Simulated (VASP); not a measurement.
# RbBr (Fm-3m) in VASP: a series of runs

The runs below take RbBr through single point, with PBE.

Everything below comes from runs of VASP 6.6.1. Logs are shortened: lines on timing, memory, paths and dates and some standing lists are left out, and cuts for length are marked.

## 1. The cell of the first run

The structure is cubic, space group Fm-3m (No. 225). Conventional cell: a = 6.855 Å, b = 6.855 Å, c = 6.855 Å, α = 90.00°, β = 90.00°, γ = 90.00°. Within 4.5 Å of Rb (site symmetry m-3m) lie 6 Br at 3.43 Å. Br (site symmetry m-3m) has 6 Rb at 3.43 Å within 4.5 Å.

## 2. Single point, PBE

The input, INCAR:

```
ALGO = Normal ; EDIFF = 1E-7
ENCUT = 520 ; GGA = PE
ISIF = 2 ; ISMEAR = 0
LASPH = T ; LCHARG = T
LELF = T ; LREAL = F
LVHAR = T ; LWAVE = F
NBANDS = 15 ; NELM = 100
PREC = Accurate ; SIGMA = 0.05
```

The input, KPOINTS:

```
k-points
0
Gamma
  8 8 8
```

The input, POSCAR:

```
RbBr
1.0
    0.0000000000      3.4274990198      3.4274990198
    3.4274990198      0.0000000000      3.4274990198
    3.4274990198      3.4274990198      0.0000000000
Rb Br
1 1
Direct
    0.5000000000      0.5000000000      0.5000000000
    0.0000000000      0.0000000000      0.0000000000
```

Potentials or basis: VASP PAW PBE potentials, release 64 (Rb_sv, Br).

On the command line:

```
$ cat potpaw_PBE.64/Rb_sv/POTCAR potpaw_PBE.64/Br/POTCAR > POTCAR
$ mpirun -np 1 vasp_std > vasp.out
```

OUTCAR:

```text
EDIFF = 1E-7
   ENCUT = 520
   GGA = PE
   ISIF = 2
   ISMEAR = 0
   LASPH = T
   LREAL = F
   NELM = 100
   PREC = Accurate

 ion  position               nearest neighbor table
   1  0.500  0.500  0.500-   2 3.43   2 3.43   2 3.43   2 3.43   2 3.43   2 3.43
   2  0.000  0.000  0.000-   1 3.43   1 3.43   1 3.43   1 3.43   1 3.43   1 3.43

  LATTYP: Found a face centered cubic cell.
 ALAT       =     6.8549980396

  Lattice vectors:

 A1 = (   0.0000000000,   3.4274990198,   3.4274990198)
 A2 = (   3.4274990198,   0.0000000000,   3.4274990198)
 A3 = (   3.4274990198,   3.4274990198,   0.0000000000)

Analysis of symmetry for initial positions (statically):
=====================================================================
 Subroutine PRICEL returns:
 Original cell was already a primitive cell.

 Routine SETGRP: Setting up the symmetry group for a
 face centered cubic supercell.

 Subroutine GETGRP returns: Found 48 space group operations
[... 9 lines left out ...]

 Routine SETGRP: Setting up the symmetry group for a
 face centered cubic supercell.

 Subroutine GETGRP returns: Found 48 space group operations
[... 11 lines left out ...]
                                     Primitive cell

  volume of cell :      80.5308

  direct lattice vectors                    reciprocal lattice vectors
     0.000000000  3.427499020  3.427499020    -0.145878962  0.145878962  0.145878962
     3.427499020  0.000000000  3.427499020     0.145878962 -0.145878962  0.145878962
     3.427499020  3.427499020  0.000000000     0.145878962  0.145878962 -0.145878962

  length of vectors
     4.847215599  4.847215599  4.847215599     0.252669774  0.252669774  0.252669774

  position of ions in fractional coordinates (direct lattice)
     0.500000000  0.500000000  0.500000000
     0.000000000  0.000000000  0.000000000

  ion indices of the primitive-cell ions
   primitive index   ion index
                 1           1
                 2           2

----------------------------------------------------------------------------------------

 KPOINTS: k-points

Automatic generation of k-mesh.
 Grid dimensions read from file:
 generate k-points for:    8    8    8

 Generating k-lattice:

  Cartesian coordinates                     Fractional coordinates (reciprocal lattice)
    -0.018234870  0.018234870  0.018234870     0.125000000  0.000000000  0.000000000
     0.018234870 -0.018234870  0.018234870     0.000000000  0.125000000  0.000000000
     0.018234870  0.018234870 -0.018234870     0.000000000  0.000000000  0.125000000

  Length of vectors
     0.031583722  0.031583722  0.031583722

  Shift w.r.t. Gamma in fractional coordinates (k-lattice)
     0.000000000  0.000000000  0.000000000

 Subroutine IBZKPT returns following result:
 ===========================================

 Found     29 irreducible k-points:

 Following reciprocal coordinates:
            Coordinates               Weight
  0.000000  0.000000  0.000000      1.000000
  0.125000  0.000000  0.000000      8.000000
  0.250000  0.000000  0.000000      8.000000
  0.375000  0.000000  0.000000      8.000000
  0.500000  0.000000  0.000000      4.000000
  0.125000  0.125000  0.000000      6.000000
[... 16 lines left out ...]
  0.500000  0.250000  0.125000     48.000000
 -0.375000  0.250000  0.125000     24.000000
 [... further k-points ...]
   k-points           NKPTS =     29   k-points in BZ     NKDIM =     29   number of bands    NBANDS=     15
   number of dos      NEDOS =    301   number of ions     NIONS =      2
   total plane-waves  NPLWV =  46656
   dimension x,y,z NGX =    36 NGY =   36 NGZ =   36
   dimension x,y,z NGXF=    72 NGYF=   72 NGZF=   72
   ions per type =               1   1
   NGX,Y,Z   is equivalent  to a cutoff of  12.35, 12.35, 12.35 a.u.
   NGXF,Y,Z  is equivalent  to a cutoff of  24.69, 24.69, 24.69 a.u.
 SYSTEM =  unknown system
   PREC   = accura    normal or accurate (medium, high low for compatibility)
   ISTART =      0    job   : 0-new  1-cont  2-samecut
   ICHARG =      2    charge: 1-file 2-atom 10-const
   ISPIN  =      1    spin polarized calculation?
   LNONCOLLINEAR =      F non collinear calculations
   LSORBIT =      F    spin-orbit coupling
   LASPH  =      T    aspherical Exc in radial PAW
   ENCUT  =  520.0 eV  38.22 Ry    6.18 a.u.   9.01  9.01  9.01*2*pi/ulx,y,z
   NELM   =    100;   NELMIN=  2; NELMDL= -5     # of ELM steps
   EDIFF  = 0.1E-06   stopping-criterion for ELM
   LREAL  =      F    real-space projection
   EDIFFG = 0.1E-05   stopping-criterion for IOM
   NSW    =      0    number of steps for IOM
   IBRION =     -1    ionic relax: 0-MD 1-quasi-New 2-CG
   NFREE  =      0    steps in history (QN), initial steepest desc. (CG)
   ISIF   =      2    stress and relaxation
   ISYM   =      2    0-nonsym 1-usesym 2-fastsym
   POTIM  = 0.5000    time-step for ionic-motion
   TEBEG  =    0.0;   TEEND  =   0.0 temperature during run
   PSTRESS=    0.0 pullay stress
   NELECT =      16.0000    total number of electrons
   NUPDOWN=      -1.0000    fix difference up-down
   EMIN   =  10.00;   EMAX   =-10.00  energy-range for DOS
   EFERMI =   0.00;   METHOD = LEGACY
   ISMEAR =     0;   SIGMA  =   0.05  broadening in eV -4-tet -1-fermi 0-gaus
   EFERMI_NEDOS =   21; number of points for ismear=-14 and -15
   IALGO  =     38    algorithm
   IMIX   =      4    mixing-type and parameters
     AMIX     =   0.40;   BMIX     =  1.00
     AMIX_MAG =   1.60;   BMIX_MAG =  1.00
  volume/ion in A,a.u.               =      40.27       271.72
  Fermi-wavevector in a.u.,A,eV,Ry     =   0.955273  1.805204 12.415948  0.912546
  Thomas-Fermi vector in A             =   2.084096
   LORBIT       =      0    0 simple, 1 ext, 2 COOP (PROOUT), +10 PAW based schemes
   GGA     = PE    functional components
   LHFCALC =     F    Hartree Fock is set to
   AEXX    =    0.0000 exact exchange contribution
   IVDW    =     0    specifies the selected vdW correction
   LEPSILON=     F    determine dielectric tensor
   LRPA    =     F    only Hartree local field effects (RPA)
 non-spin polarized calculation
 Gauss-broadening in eV      SIGMA  =   0.05
  energy-cutoff  :      520.00
  volume of cell :       80.53
 maximum number of plane-waves:      2200
   NGX = 17   NGY = 17   NGZ = 17

 number of electron      15.9999999 magnetization

 Free energy of the ion-electron system (eV)
  ---------------------------------------------------
  ext. energy  EPLUGINS =         0.00000000
  ---------------------------------------------------
  free energy    TOTEN  =        -6.09756689 eV

  energy without entropy =       -6.09756689  energy(sigma->0) =       -6.09756689

 E-fermi :  -1.5544     XC(G=0):  -7.2319

 val. band max:       -1.7540587033   @ k =   0.0000   0.0000   0.0000
 cond. band min:       2.6073929838   @ k =   0.0000   0.0000   0.0000
 fundamental gap:      4.3614516871
 Fermi energy:        -1.5543730479

 k-point     1 :       0.0000    0.0000    0.0000
  band No.  band energies     occupation
      1     -26.1689      2.00000
      2     -13.9347      2.00000
      3     -10.2457      2.00000
      4     -10.2457      2.00000
      5     -10.2457      2.00000
      6      -1.7541      2.00000
      7      -1.7541      2.00000
      8      -1.7541      2.00000
      9       2.6074      0.00000
     10       5.5255      0.00000
     11       5.5255      0.00000
     12       5.5255      0.00000
     13       6.4135      0.00000
     14       6.4135      0.00000
     15       9.2386      0.00000

 k-point     2 :       0.1250    0.0000    0.0000
  band No.  band energies     occupation
      1     -26.1675      2.00000
      2     -13.9410      2.00000
      3     -10.2469      2.00000
      4     -10.2469      2.00000
      5     -10.2387      2.00000
      6      -1.9392      2.00000
      7      -1.8102      2.00000
      8      -1.8102      2.00000
      9       2.9850      0.00000
     10       5.4305      0.00000
     11       5.7117      0.00000
     12       5.7117      0.00000
     13       6.6461      0.00000
     14       6.6461      0.00000
     15       9.8263      0.00000

 k-point     3 :       0.2500    0.0000    0.0000
  band No.  band energies     occupation
      1     -26.1642      2.00000
      2     -13.9561      2.00000
      3     -10.2496      2.00000
      4     -10.2496      2.00000
      5     -10.2218      2.00000
      6      -2.3146      2.00000
      7      -1.9395      2.00000
      8      -1.9395      2.00000
      9       3.8753      0.00000
     10       5.3952      0.00000
     11       6.2480      0.00000
     12       6.2480      0.00000
     13       7.2843      0.00000
     14       7.2843      0.00000
     15      10.6427      0.00000

 k-point     4 :       0.3750    0.0000    0.0000
  band No.  band energies     occupation
      1     -26.1608      2.00000
      2     -13.9710      2.00000
      3     -10.2522      2.00000
      4     -10.2522      2.00000
      5     -10.2050      2.00000
      6      -2.6263      2.00000
      7      -2.0611      2.00000
      8      -2.0611      2.00000
      9       4.7381      0.00000
     10       5.6824      0.00000
     11       7.0614      0.00000
     12       7.0614      0.00000
     13       8.1030      0.00000
     14       8.1030      0.00000
     15       9.5142      0.00000
[... 307 lines left out ...]
 k-point    22 :       0.3750    0.2500    0.1250
  band No.  band energies     occupation
      1     -26.1618      2.00000
      2     -13.9459      2.00000
      3     -10.2947      2.00000
      4     -10.2593      2.00000
      5     -10.2315      2.00000
      6      -2.4232      2.00000
      7      -1.9928      2.00000
      8      -1.9035      2.00000
      9       4.3396      0.00000
     10       4.8266      0.00000
     11       6.8223      0.00000
     12       7.1351      0.00000
     13       7.2586      0.00000
     14       7.9697      0.00000
     15       9.7476      0.00000

 k-point    23 :       0.5000    0.2500    0.1250
  band No.  band energies     occupation
      1     -26.1592      2.00000
      2     -13.9443      2.00000
      3     -10.3136      2.00000
      4     -10.2802      2.00000
      5     -10.2296      2.00000
      6      -2.5004      2.00000
      7      -2.0885      2.00000
      8      -2.0089      2.00000
      9       4.9492      0.00000
     10       5.2572      0.00000
     11       7.1433      0.00000
     12       7.3993      0.00000
     13       7.8340      0.00000
     14       8.3602      0.00000
     15       9.2468      0.00000

 k-point    24 :      -0.3750    0.2500    0.1250
  band No.  band energies     occupation
      1     -26.1581      2.00000
      2     -13.9435      2.00000
      3     -10.3139      2.00000
      4     -10.2994      2.00000
      5     -10.2260      2.00000
      6      -2.5195      2.00000
      7      -2.1063      2.00000
      8      -2.0854      2.00000
      9       5.2184      0.00000
     10       5.6597      0.00000
     11       7.1166      0.00000
     12       7.2380      0.00000
     13       8.1467      0.00000
     14       9.0109      0.00000
     15       9.1917      0.00000

 [... further k-points ...]
[... 5 lines left out ...]
  --------------------------------------------------------------------------------------
  -------------------------------------------------------------------------------------
  Total        0.5144238      0.5144238      0.5144238     -0.0000000      0.0000000     -0.0000000
  in kB       10.2345708     10.2345708     10.2345708     -0.0000000      0.0000000     -0.0000000
  external PRESSURE =      10.2345708 kB  Pullay stress =       0.0000000 kB

 VOLUME and BASIS-vectors are now :
 -----------------------------------------------------------------------------
  energy-cutoff  :      520.00
  volume of cell :       80.53
      direct lattice vectors                 reciprocal lattice vectors
     0.000000000  3.427499020  3.427499020    -0.145878962  0.145878962  0.145878962
     3.427499020  0.000000000  3.427499020     0.145878962 -0.145878962  0.145878962
     3.427499020  3.427499020  0.000000000     0.145878962  0.145878962 -0.145878962

 POSITION                                       TOTAL-FORCE (eV/Angst)
 -----------------------------------------------------------------------------------
      3.42750      3.42750      3.42750         0.000000      0.000000      0.000000
      0.00000      0.00000      0.00000        -0.000000     -0.000000     -0.000000
 -----------------------------------------------------------------------------------
    total drift:                                0.000000      0.000000      0.000000

  FREE ENERGIE OF THE ION-ELECTRON SYSTEM (eV)
  ---------------------------------------------------
  free  energy   TOTEN  =        -6.0975668946 eV

  energy  without entropy=       -6.0975668946  energy(sigma->0) =       -6.09756689
```

It took 17 s on 1 thread of Intel Xeon 6975P-C (Granite Rapids), shared host; peak memory 0.21 GiB.

What came out:

| Quantity | Value |
| --- | --- |
| Free energy | -6.0976 eV |
| Pressure | 1.0 GPa |
| Band gap on the k mesh | 4.36 eV, direct |

A k mesh can miss the band edges. PBE gaps usually lie below the measured ones, often by a third to a half.

## 3. Single point, PBE

The input, INCAR:

```
SYSTEM = RbBr
PREC     = Accurate       ! precision mode
ENCUT    = 520            ! plane-wave cutoff, eV
EDIFF    = 1E-7           ! SCF threshold, eV
ISMEAR   = 0              ! smearing method
SIGMA    = 0.05           ! smearing width, eV
LREAL    = .False.        ! projectors in reciprocal space
LASPH    = .True.         ! aspherical terms in the spheres
NELM     = 100            ! most SCF steps
ALGO     = Normal         ! electronic algorithm
ISIF     = 2              ! what is computed and relaxed
LWAVE    = .False.        ! write WAVECAR
LCHARG   = .True.         ! write CHGCAR
GGA      = PE             ! functional
LELF     = .True.         ! ELF
LVHAR    = .True.       
NBANDS   = 15             ! bands
```

The input, KPOINTS:

```
Automatic mesh
0
Gamma
  8 8 8
  0 0 0
```

POSCAR is that of step 2.

Potentials or basis: VASP PAW PBE potentials, release 64 (Rb_sv, Br).

On the command line:

```
$ cat potpaw_PBE.64/Rb_sv/POTCAR potpaw_PBE.64/Br/POTCAR > POTCAR
$ mpirun -np 1 vasp_std > vasp.out
```

OUTCAR:

```text
SYSTEM = RbBr
   PREC = Accurate
   ENCUT = 520
   EDIFF = 1E-7
   ISMEAR = 0
   LREAL = .False.
   LASPH = .True.
   NELM = 100
   ISIF = 2
   GGA = PE

 ion  position               nearest neighbor table
   1  0.500  0.500  0.500-   2 3.43   2 3.43   2 3.43   2 3.43   2 3.43   2 3.43
   2  0.000  0.000  0.000-   1 3.43   1 3.43   1 3.43   1 3.43   1 3.43   1 3.43

  LATTYP: Found a face centered cubic cell.
 ALAT       =     6.8549980396

  Lattice vectors:

 A1 = (   0.0000000000,   3.4274990198,   3.4274990198)
 A2 = (   3.4274990198,   0.0000000000,   3.4274990198)
 A3 = (   3.4274990198,   3.4274990198,   0.0000000000)
[... 609 lines left out ...]
     12       7.2380      0.00000
     13       8.1467      0.00000
     14       9.0109      0.00000
     15       9.1917      0.00000

 [... further k-points ...]
[... 5 lines left out ...]
  --------------------------------------------------------------------------------------
  -------------------------------------------------------------------------------------
  Total        0.5144238      0.5144238      0.5144238     -0.0000000      0.0000000     -0.0000000
  in kB       10.2345708     10.2345708     10.2345708     -0.0000000      0.0000000     -0.0000000
  external PRESSURE =      10.2345708 kB  Pullay stress =       0.0000000 kB

 VOLUME and BASIS-vectors are now :
 -----------------------------------------------------------------------------
  energy-cutoff  :      520.00
  volume of cell :       80.53
      direct lattice vectors                 reciprocal lattice vectors
     0.000000000  3.427499020  3.427499020    -0.145878962  0.145878962  0.145878962
     3.427499020  0.000000000  3.427499020     0.145878962 -0.145878962  0.145878962
     3.427499020  3.427499020  0.000000000     0.145878962  0.145878962 -0.145878962

 POSITION                                       TOTAL-FORCE (eV/Angst)
 -----------------------------------------------------------------------------------
      3.42750      3.42750      3.42750         0.000000      0.000000      0.000000
      0.00000      0.00000      0.00000        -0.000000     -0.000000     -0.000000
 -----------------------------------------------------------------------------------
    total drift:                                0.000000      0.000000      0.000000

  FREE ENERGIE OF THE ION-ELECTRON SYSTEM (eV)
  ---------------------------------------------------
  free  energy   TOTEN  =        -6.0975668946 eV

  energy  without entropy=       -6.0975668946  energy(sigma->0) =       -6.09756689
```

stdout:

```text
POSCAR found type information on POSCAR RbBr
 POSCAR found :  2 types and       2 ions
 scaLAPACK will be used
 LDA part: xc-table for (Slater+PW92), standard interpolation
 POSCAR, INCAR and KPOINTS ok, starting setup
 FFT: planning ... GRIDC
 FFT: planning ... GRID_SOFT
 FFT: planning ... GRID
 WAVECAR not read
 entering main loop
```

Run time: 17 s. Hardware: 1 thread of Intel Xeon 6975P-C (Granite Rapids), shared host; peak memory 0.21 GiB.

What came out:

```
Free energy            : -6.0976 eV
Pressure               : 1.0 GPa
Band gap on the k mesh : 4.36 eV, direct
```
